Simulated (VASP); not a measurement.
Input of a VASP 6.6.1 run:

The input INCAR:

```
SYSTEM = Pt
  ALGO = Normal
  EDIFF = 1E-6
  ENCUT = 520
  GGA = RP
  ISIF = 2
  ISMEAR = -1
  LASPH = .True.
  LCHARG = .False.
  LREAL = .False.
  LWAVE = .False.
  NBANDS = 11
  NELM = 80
  PREC = Accurate
  SIGMA = 0.1
```

Contents of KPOINTS:

```
k-points
0
Gamma
  22 22 22
  0 0 0
```

File POSCAR:

```
Pt
1.0
    0.0000000000      1.9971308717      1.9971308717
    1.9971308717      0.0000000000      1.9971308717
    1.9971308717      1.9971308717      0.0000000000
Pt
1
Direct
    0.0000000000      0.0000000000      0.0000000000
```

Potentials or basis: VASP PAW PBE potentials, release 64 (Pt).

Run with:

```console
$ cat potpaw_PBE.64/Pt/POTCAR > POTCAR
$ mpirun -np 1 vasp_std > vasp.out
```

(1) What does it give for the band gap on the k mesh?

(2) Estimate the pressure.

Results:

(1) zero (band 5 reaches 10.76 eV, above the bottom of band 6 at 8.73 eV).

(2) -0.4 GPa.

Caveat: the PAW data sets were made with another functional, which shifts forces and pressure a little; spin-orbit coupling is left out, which moves the levels of the heavy elements.
